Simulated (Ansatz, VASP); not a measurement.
# One calculation of HfC, two programs

```
Hf C
1.0
     0.00000    2.36553    2.36553
     2.36553    0.00000    2.36553
     2.36553    2.36553    0.00000
Hf C
1 1
Cartesian
  2.3655 2.3655 2.3655
  0.0000 0.0000 0.0000
```

Alike in both runs: task single point; functional BLYP; k mesh 8 × 8 × 8; occupations gaussian, width 0.05 eV; no spin polarisation.

```csv
,VASP,Ansatz
version,VASP 6.6.1,Ansatz 0.2.0
potentials or method,"VASP PAW PBE potentials, release 64 (Hf_pv, C), cutoff 600 eV","scalar-relativistic, plane waves, PAW"
valence electrons in the cell,14,30
```

|  | VASP | Ansatz | Ansatz less VASP |
| --- | --- | --- | --- |
| gap on the k mesh at the Fermi level (eV) | none | none | - |
| pressure (GPa) | -4.4 | -4.1 | +0.22 |

VASP's potentials were made for PBE, not for BLYP. A gap of «none» marks a metal or a gap that the smearing closes. VASP's potentials hold 14 valence electrons a cell and Ansatz's 30, so a difference there can come from the potentials and not from the codes.

Spin-orbit coupling is off throughout.
